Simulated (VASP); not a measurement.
FeGe: single point with LDA

The system is FeGe.

```
Ge Fe
1.0
     4.66349    0.00000    0.00000
     0.00000    4.66349    0.00000
     0.00000    0.00000    4.66349
Ge Fe
4 4
Direct
  0.84200 0.84200 0.84200
  0.65800 0.15800 0.34200
  0.34200 0.65800 0.15800
  0.15800 0.34200 0.65800
  0.13500 0.13500 0.13500
  0.36500 0.86500 0.63500
  0.63500 0.36500 0.86500
  0.86500 0.63500 0.36500
```

- Program: VASP 6.6.1
- Task: single point
- Functional: LDA
- Potentials or basis: VASP PAW LDA potentials, release 64 (Ge_d, Fe)
- Cutoff: 520 eV
- k mesh: 4 × 4 × 4
- Occupations: gaussian, width 0.0321 eV
- Spin: no spin polarisation
- Dipole correction: no
- Further INCAR settings: ALGO = Normal; EDIFF = 1e-06; NBANDS = 54

The pressure is -15.1 GPa. The largest force is 0.459 eV/Å and the band gap on the k mesh is 0.09 eV, indirect (the least direct gap lies 3.9 meV higher).

Forces on the atoms (eV/Å):
```
Ge  -0.265 -0.265 -0.265
Ge   0.265  0.265 -0.265
Ge  -0.265  0.265  0.265
Ge   0.265 -0.265  0.265
Fe  -0.160 -0.160 -0.160
Fe   0.160  0.160 -0.160
Fe  -0.160  0.160  0.160
Fe   0.160 -0.160  0.160
```

Levels at points of the mesh, in eV from the valence-band top:
```tsv
k point	band 40	band 41	band 42	band 43	band 44	band 45	band 46	band 47	band 48	band 49
(0.00, 0.00, 0.00)	-0.17	-0.17	-0.17	-0.01	-0.01	0.42	0.42	0.42	2.16	2.16
(0.50, 0.00, 0.00)	-0.97	-0.27	-0.27	-0.01	-0.01	0.13	0.13	1.42	1.42	1.58
(0.50, 0.50, 0.00)	-0.97	-0.84	-0.84	-0.25	-0.25	0.52	0.52	0.88	0.88	1.96
(0.50, 0.50, 0.50)	-0.53	-0.48	-0.48	-0.48	-0.48	0.32	0.32	0.32	0.32	4.53
```

Run time: 110 s on 1 thread of Intel(R) Xeon(R) Platinum 8259CL CPU @ 2.50GHz (Skylake/Cascade Lake) (shared host), peak memory 0.19 GiB.

A k mesh can miss the band edges. Spin polarisation is off, so any magnetic state and its effect on volume and gap are missing.
